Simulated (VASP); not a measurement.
# Si3N in VASP: further runs

Runs on Si3N. Level: PBE+D3(BJ). Tasks: single point.

Program: VASP 6.6.1. These are calculated values, not measurements. Logs are shortened: lines on timing, memory, paths and dates and some standing lists are left out, and cuts for length are marked.

## (1) The cell of the first run

The cell holds a slab with vacuum, 8 atoms: a = 3.833 Å, b = 5.421 Å, c = 22.488 Å, α = 90.00°, β = 90.00°, γ = 90.00°.

## (2) Single point, PBE+D3(BJ)

INCAR reads:

```
PREC = Accurate ; ENCUT = 520
EDIFF = 1E-6 ; ISMEAR = 0
SIGMA = 0.05 ; LREAL = F
LASPH = T ; NELM = 100
ALGO = Normal ; ISIF = 2
LWAVE = F ; LCHARG = F
LDIPOL = T ; IDIPOL = 3
DIPOL = 0.5 0.5 0.321 ; GGA = PE
IVDW = 12 ; NBANDS = 27
```

KPOINTS reads:

```
Automatic mesh
0
Gamma
  7 5 1
```

POSCAR reads:

```
Si3N
1.0
    3.8333442755      0.0000000000      0.0000000000
    0.0000000000      5.4211674636      0.0000000000
    0.0000000000      0.0000000000     22.4877586337
Si N
6 2
Direct
    0.5000000000      0.0000000000      0.1778745523
    0.0000000000      0.2500000000      0.1778745523
    0.0000000000      0.5038839981      0.2608672216
    0.5000000000      0.7461160019      0.2608672216
    0.5000000000      0.0086033066      0.3418641564
    0.0000000000      0.2413966934      0.3418641564
    1.0000000000      0.1752699732      0.4797169344
    1.0000000000      0.1752699732      0.5286324363
```

Potentials or basis: VASP PAW PBE potentials, release 64 (Si, N).

The run is started by

```console
$ cat potpaw_PBE.64/Si/POTCAR potpaw_PBE.64/N/POTCAR > POTCAR
$ mpirun -np 1 vasp_std > vasp.out
```

OUTCAR:

```text
PREC = Accurate
   ENCUT = 520
   EDIFF = 1E-6
   ISMEAR = 0
   LREAL = F
   LASPH = T
   NELM = 100
   ISIF = 2
   GGA = PE
   IVDW = 12
 IVDW          = 12

 ion  position               nearest neighbor table
   1  0.500  0.000  0.178-   4 2.32   2 2.35   2 2.35
   2  0.000  0.250  0.178-   3 2.32   1 2.35   1 2.35
   3  0.000  0.504  0.261-   6 2.31   2 2.32   4 2.32   4 2.32
   4  0.500  0.746  0.261-   5 2.31   1 2.32   3 2.32   3 2.32
   5  0.500  0.009  0.342-   6 2.29   6 2.29   4 2.31
   6  0.000  0.241  0.342-   5 2.29   5 2.29   3 2.31
   7  0.000  0.175  0.480-   8 1.10
   8  0.000  0.175  0.529-   7 1.10

  LATTYP: Found a simple orthorhombic cell.
 ALAT       =     3.8333442755
 B/A-ratio  =     1.4142135624
 C/A-ratio  =     5.8663550721

  Lattice vectors:

 A1 = (   3.8333442755,   0.0000000000,   0.0000000000)
 A2 = (   0.0000000000,   5.4211674636,   0.0000000000)
 A3 = (   0.0000000000,   0.0000000000,  22.4877586337)

Analysis of symmetry for initial positions (statically):
=====================================================================
 Subroutine PRICEL returns:
 Original cell was already a primitive cell.

 Routine SETGRP: Setting up the symmetry group for a
 simple orthorhombic supercell.

 Subroutine GETGRP returns: Found  2 space group operations
 (whereof  2 operations were pure point group operations)
 out of a pool of  8 trial point group operations.

The static configuration has the point symmetry C_1h.

Analysis of symmetry for dynamics (positions and initial velocities):
=====================================================================
 Subroutine PRICEL returns:
 Original cell was already a primitive cell.

 Routine SETGRP: Setting up the symmetry group for a
 simple orthorhombic supercell.

 Subroutine GETGRP returns: Found  2 space group operations
 (whereof  2 operations were pure point group operations)
 out of a pool of  8 trial point group operations.

The dynamic configuration has the point symmetry C_1h.

 Subroutine INISYM returns: Found  2 space group operations
 (whereof  2 operations are pure point group operations),
 and found     1 'primitive' translations

----------------------------------------------------------------------------------------

                                     Primitive cell

  volume of cell :     467.3226

  direct lattice vectors                    reciprocal lattice vectors
     3.833344276  0.000000000  0.000000000     0.260868821  0.000000000  0.000000000
     0.000000000  5.421167464  0.000000000     0.000000000  0.184462112  0.000000000
     0.000000000  0.000000000 22.487758634     0.000000000  0.000000000  0.044468638

  length of vectors
     3.833344276  5.421167464 22.487758634     0.260868821  0.184462112  0.044468638

  position of ions in fractional coordinates (direct lattice)
     0.500000000  0.000000000  0.177874552
     0.000000000  0.250000000  0.177874552
     0.000000000  0.503883998  0.260867222
     0.500000000  0.746116002  0.260867222
     0.500000000  0.008603307  0.341864156
     0.000000000  0.241396693  0.341864156
     0.000000000  0.175269973  0.479716934
     0.000000000  0.175269973  0.528632436

  ion indices of the primitive-cell ions
   primitive index   ion index
                 1           1
                 2           2
                 3           3
                 4           4
                 5           5
                 6           6
                 7           7
                 8           8

----------------------------------------------------------------------------------------

 KPOINTS: Automatic mesh

Automatic generation of k-mesh.
 Grid dimensions read from file:
 generate k-points for:    7    5    1

 Generating k-lattice:

  Cartesian coordinates                     Fractional coordinates (reciprocal lattice)
     0.037266974  0.000000000  0.000000000     0.142857143  0.000000000  0.000000000
     0.000000000  0.036892422  0.000000000     0.000000000  0.200000000  0.000000000
     0.000000000  0.000000000  0.044468638     0.000000000  0.000000000  1.000000000

  Length of vectors
     0.037266974  0.036892422  0.044468638

  Shift w.r.t. Gamma in fractional coordinates (k-lattice)
     0.000000000  0.000000000  0.000000000

 Subroutine IBZKPT returns following result:
 ===========================================

 Found     12 irreducible k-points:

 Following reciprocal coordinates:
            Coordinates               Weight
  0.000000  0.000000  0.000000      1.000000
  0.142857  0.000000  0.000000      2.000000
  0.285714  0.000000  0.000000      2.000000
  0.428571  0.000000  0.000000      2.000000
  0.000000  0.200000  0.000000      2.000000
  0.142857  0.200000  0.000000      4.000000
  0.285714  0.200000  0.000000      4.000000
  0.428571  0.200000  0.000000      4.000000
  0.000000  0.400000  0.000000      2.000000
  0.142857  0.400000  0.000000      4.000000
  0.285714  0.400000  0.000000      4.000000
  0.428571  0.400000  0.000000      4.000000
   k-points           NKPTS =     12   k-points in BZ     NKDIM =     12   number of bands    NBANDS=     27
   number of dos      NEDOS =    301   number of ions     NIONS =      8
   total plane-waves  NPLWV = 201600
   dimension x,y,z NGX =    30 NGY =   40 NGZ =  168
   dimension x,y,z NGXF=    60 NGYF=   80 NGZF=  336
   ions per type =               6   2
   NGX,Y,Z   is equivalent  to a cutoff of  13.01, 12.27, 12.42 a.u.
   NGXF,Y,Z  is equivalent  to a cutoff of  26.02, 24.53, 24.84 a.u.
 SYSTEM =  unknown system
   PREC   = accura    normal or accurate (medium, high low for compatibility)
   ISTART =      0    job   : 0-new  1-cont  2-samecut
   ICHARG =      2    charge: 1-file 2-atom 10-const
   ISPIN  =      1    spin polarized calculation?
   LNONCOLLINEAR =      F non collinear calculations
   LSORBIT =      F    spin-orbit coupling
   LASPH  =      T    aspherical Exc in radial PAW
   ENCUT  =  520.0 eV  38.22 Ry    6.18 a.u.   7.13 10.08 41.81*2*pi/ulx,y,z
   NELM   =    100;   NELMIN=  2; NELMDL= -5     # of ELM steps
   EDIFF  = 0.1E-05   stopping-criterion for ELM
   LREAL  =      F    real-space projection
   EDIFFG = 0.1E-04   stopping-criterion for IOM
   NSW    =      0    number of steps for IOM
   IBRION =     -1    ionic relax: 0-MD 1-quasi-New 2-CG
   NFREE  =      0    steps in history (QN), initial steepest desc. (CG)
   ISIF   =      2    stress and relaxation
   ISYM   =      2    0-nonsym 1-usesym 2-fastsym
   POTIM  = 0.5000    time-step for ionic-motion
   TEBEG  =    0.0;   TEEND  =   0.0 temperature during run
   PSTRESS=    0.0 pullay stress
   NELECT =      34.0000    total number of electrons
   NUPDOWN=      -1.0000    fix difference up-down
   EMIN   =  10.00;   EMAX   =-10.00  energy-range for DOS
   EFERMI =   0.00;   METHOD = LEGACY
   ISMEAR =     0;   SIGMA  =   0.05  broadening in eV -4-tet -1-fermi 0-gaus
   EFERMI_NEDOS =   21; number of points for ismear=-14 and -15
   IALGO  =     38    algorithm
   IMIX   =      4    mixing-type and parameters
     AMIX     =   0.40;   BMIX     =  1.00
     AMIX_MAG =   1.60;   BMIX_MAG =  1.00
  volume/ion in A,a.u.               =      58.42       394.21
  Fermi-wavevector in a.u.,A,eV,Ry     =   0.683432  1.291500  6.355006  0.467080
  Thomas-Fermi vector in A             =   1.762794
   LORBIT       =      0    0 simple, 1 ext, 2 COOP (PROOUT), +10 PAW based schemes
   GGA     = PE    functional components
   LHFCALC =     F    Hartree Fock is set to
   AEXX    =    0.0000 exact exchange contribution
   IVDW    =    12    specifies the selected vdW correction
   LEPSILON=     F    determine dielectric tensor
   LRPA    =     F    only Hartree local field effects (RPA)
 non-spin polarized calculation
 Gauss-broadening in eV      SIGMA  =   0.05
  energy-cutoff  :      520.00
  volume of cell :      467.32
 maximum number of plane-waves:     12627
 NGX is ok and might be reduce to    30
   NGX = 15   NGY = 21   NGZ = 83

 dipolmoment           0.000000      0.000000      0.000011 electrons x Angstroem

 number of electron      34.0000002 magnetization

 dipolmoment           0.000000      0.000000     -0.035648 electrons x Angstroem

 Free energy of the ion-electron system (eV)
  ---------------------------------------------------
  ext. energy  EPLUGINS =         0.00000000
  ---------------------------------------------------
  free energy    TOTEN  =       -44.94055974 eV

  energy without entropy =      -44.93419377  energy(sigma->0) =      -44.93737676

 E-fermi :  -1.5799     XC(G=0):  -3.7964

 val. band max:       -1.5991083649   @ k =   0.2857   0.2000   0.0000
 cond. band min:      -1.5545354621   @ k =   0.2857   0.4000   0.0000
 fundamental gap:      0.0445729028
 Fermi energy:        -1.5799154946

 k-point     1 :       0.0000    0.0000    0.0000
  band No.  band energies     occupation
      1     -25.7565      2.00000
      2     -13.0396      2.00000
      3     -11.2759      2.00000
      4     -10.8423      2.00000
      5      -9.7263      2.00000
      6      -9.0148      2.00000
[... 19 lines left out ...]
     26       1.8957      0.00000
     27       2.2382      0.00000

 k-point     2 :       0.1429    0.0000    0.0000
  band No.  band energies     occupation
      1     -25.7532      2.00000
      2     -12.8594      2.00000
      3     -11.1301      2.00000
      4     -10.7849      2.00000
      5      -9.5380      2.00000
      6      -9.0060      2.00000
[... 292 lines left out ...]
 k-point    12 :       0.4286    0.4000    0.0000
  band No.  band energies     occupation
      1     -25.7399      2.00000
      2     -11.0281      2.00000
      3     -10.8441      2.00000
      4     -10.5805      2.00000
      5      -9.4194      2.00000
      6      -9.1668      2.00000
[... 19 lines left out ...]
     26       2.8316      0.00000
     27       3.2888      0.00000

------------------------ aborting loop because EDIFF is reached ----------------------------------------

 vacuum level on the upper side and lower side of the slab       (xc-potential included)        -0.230         0.069

 Edisp (eV)   -1.64205

 E8    (eV) :    -0.6962

  FORCE on cell =-STRESS in cart. coord.  units (eV):
  Direction    XX          YY          ZZ          XY          YZ          ZX
  --------------------------------------------------------------------------------------
  -------------------------------------------------------------------------------------
  Total       0.17615     0.18954     3.27883     0.00000    -0.14273     0.00000
  in kB       0.60391     0.64983    11.24119     0.00000    -0.48934     0.00000
  external pressure =        4.16 kB  Pullay stress =        0.00 kB

 VOLUME and BASIS-vectors are now :
 -----------------------------------------------------------------------------
  energy-cutoff  :      520.00
  volume of cell :      467.32
      direct lattice vectors                 reciprocal lattice vectors
     3.833344276  0.000000000  0.000000000     0.260868821  0.000000000  0.000000000
     0.000000000  5.421167464  0.000000000     0.000000000  0.184462112  0.000000000
     0.000000000  0.000000000 22.487758634     0.000000000  0.000000000  0.044468638

 POSITION                                       TOTAL-FORCE (eV/Angst)
 -----------------------------------------------------------------------------------
      1.91667      0.00000      4.00000         0.000000      0.579655     -0.028879
      0.00000      1.35529      4.00000         0.000000     -0.567892     -0.041015
      0.00000      2.73164      5.86632         0.000000     -0.085475     -0.027317
      1.91667      4.04482      5.86632         0.000000      0.113049     -0.010272
      1.91667      0.04664      7.68776         0.000000     -0.062668      0.061107
      0.00000      1.30865      7.68776         0.000000      0.046354     -0.153712
      0.00000      0.95017     10.78776         0.000000     -0.043042     -2.016697
      0.00000      0.95017     11.88776         0.000000      0.020019      2.216784
 -----------------------------------------------------------------------------------
    total drift:                                0.000000     -0.000048     -0.000365

  FREE ENERGIE OF THE ION-ELECTRON SYSTEM (eV)
  ---------------------------------------------------
  free  energy   TOTEN  =       -46.5826096902 eV

  energy  without entropy=      -46.5762437254  energy(sigma->0) =      -46.57942671

 vacuum level on the upper side and lower side of the slab         2.875         3.184
```

It took 3.3 min on 1 thread of Intel Xeon Platinum 8375C at 2.90GHz (Ice Lake), shared host; peak memory 0.53 GiB.

Results:

```
Free energy                : -46.5826 eV
Largest force              : 2.217 eV/Å
Band gap on the k mesh     : zero (band 17 reaches -1.41 eV, above the bottom of band 18 at -1.71 eV)
Dispersion energy per atom : -0.205 eV
```

Forces in eV/Å, atoms in the order of the input:
```
Si   0.000  0.580 -0.029
Si   0.000 -0.568 -0.041
Si   0.000 -0.085 -0.027
Si   0.000  0.113 -0.010
Si   0.000 -0.063  0.061
Si   0.000  0.046 -0.154
N    0.000 -0.043 -2.017
N    0.000  0.020  2.217
```

Caveat: the standard files for N, O and F lose accuracy on very short bonds.

## (3) Single point, PBE+D3(BJ)

INCAR reads:

```
PREC     = Accurate       # precision mode
ENCUT    = 520            # plane-wave cutoff, eV
EDIFF    = 1E-7           # SCF threshold, eV
ISMEAR   = 0              # smearing method
SIGMA    = 0.05           # smearing width, eV
LREAL    = False          # projectors in reciprocal space
LASPH    = True           # aspherical terms in the spheres
NELM     = 100            # most SCF steps
ALGO     = Normal         # electronic algorithm
ISIF     = 2              # what is computed and relaxed
LWAVE    = False          # write WAVECAR
LCHARG   = False          # write CHGCAR
LDIPOL   = True         
IDIPOL   = 3            
DIPOL    = 0.5 0.5 0.321
GGA      = PE             # functional
IVDW     = 12             # dispersion correction
NBANDS   = 27             # bands
```

KPOINTS reads:

```
regular mesh
0
Gamma
  7 5 1
```

Edit POSCAR of step 2 so:

```diff
@@ -14,3 +14,3 @@
     0.0000000000      0.2413966934      0.3418641564
-    1.0000000000      0.1752699732      0.4797169344
-    1.0000000000      0.1752699732      0.5286324363
+    1.0000000000      0.5086033066      0.4797169344
+    1.0000000000      0.5086033066      0.5286324363
```

Potentials or basis: VASP PAW PBE potentials, release 64 (Si, N).

The run is started by

```console
$ cat potpaw_PBE.64/Si/POTCAR potpaw_PBE.64/N/POTCAR > POTCAR
$ mpirun -np 1 vasp_std > vasp.out
```

It took 3.9 min on 1 thread of Intel Xeon Platinum 8375C at 2.90GHz (Ice Lake), shared host; peak memory 0.52 GiB.

The run converged. Its results:

```yaml
Free_energy: -46.6273 eV
Largest_force: 2.169 eV/Å
Band_gap_on_the_k_mesh: zero (band 17 reaches -1.53 eV, above the bottom of band 18 at -1.77 eV)
Dispersion_energy_per_atom: -0.204 eV
```

Forces in eV/Å, atoms in the order of the input:
```
Si   0.000  0.550 -0.054
Si   0.000 -0.546 -0.060
Si   0.000 -0.070  0.014
Si   0.000  0.091  0.005
Si   0.000 -0.004  0.106
Si   0.000 -0.062 -0.056
N    0.000  0.064 -2.124
N    0.000 -0.022  2.169
```

Levels at points of the mesh, in eV from the Fermi level:
| k point | band 15 | band 16 | band 17 | band 18 | band 19 | band 20 |
| --- | --- | --- | --- | --- | --- | --- |
| (0.00, 0.00, 0.00) | -0.69 | -0.42 | -0.31 | 0.28 | 1.18 | 2.00 |

Caveat: the standard files for N, O and F lose accuracy on very short bonds.
